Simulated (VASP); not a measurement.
A run of VASP 6.6.1 is set up as follows.

File POSCAR:

```
InP
1.0
    0.0000000000      2.7466124180      2.7466124180
    2.7466124180      0.0000000000      2.7466124180
    2.7466124180      2.7466124180      0.0000000000
In P
1 1
Direct
    0.0000000000      0.0000000000      0.0000000000
    0.5000000000      0.5000000000      0.5000000000
```

File INCAR.step1:

```
SYSTEM = InP
  PREC = Accurate
  ENCUT = 600
  ISMEAR = 0
  SIGMA = 0.1
  LREAL = .False.
  LASPH = .True.
  NELM = 100
  GGA = PE
  ALGO = Normal
  EDIFF = 1E-4
  LWAVE = .True.
  LCHARG = .False.
```

INCAR.step2

```
SYSTEM = InP
  PREC = Accurate
  ENCUT = 600
  EDIFF = 1E-7
  ISMEAR = 0
  SIGMA = 0.1
  LREAL = .False.
  LASPH = .True.
  NELM = 100
  ALGO = Normal
  ISIF = 3
  LWAVE = .False.
  LCHARG = .False.
  METAGGA = R2SCAN
  LMIXTAU = .True.
  IBRION = 2
  NSW = 100
  EDIFFG = -0.005
  ISTART = 1
```

Contents of KPOINTS:

```
regular mesh
0
Gamma
  14 14 14
  0 0 0
```

Potentials or basis: VASP PAW PBE potentials, release 64 (In_d, P).

Command:

```bash
$ cat potpaw_PBE.64/In_d/POTCAR potpaw_PBE.64/P/POTCAR > POTCAR
$ cp INCAR.step1 INCAR
$ mpirun -np 1 vasp_std > vasp.out
$ cp INCAR.step2 INCAR
$ mpirun -np 1 vasp_std > vasp.out
```

Q: What does it give for the space group after relaxing (to 0.05 Å)?

A: Fm-3m (No. 225).

Q: Estimate the band gap on the k mesh.

A: Zero (band 9 reaches 7.49 eV, above the bottom of band 10 at 4.88 eV).

Final structure:
```xyz
2
Lattice="0.0000 2.7485 2.7485 2.7485 0.0000 2.7485 2.7485 2.7485 0.0000" Properties=species:S:1:pos:R:3 pbc="T T T"
In    0.0000    0.0000    0.0000
P     2.7485    2.7485    2.7485
```

Caveat: spin-orbit coupling is left out, which moves the levels of the heavy elements.
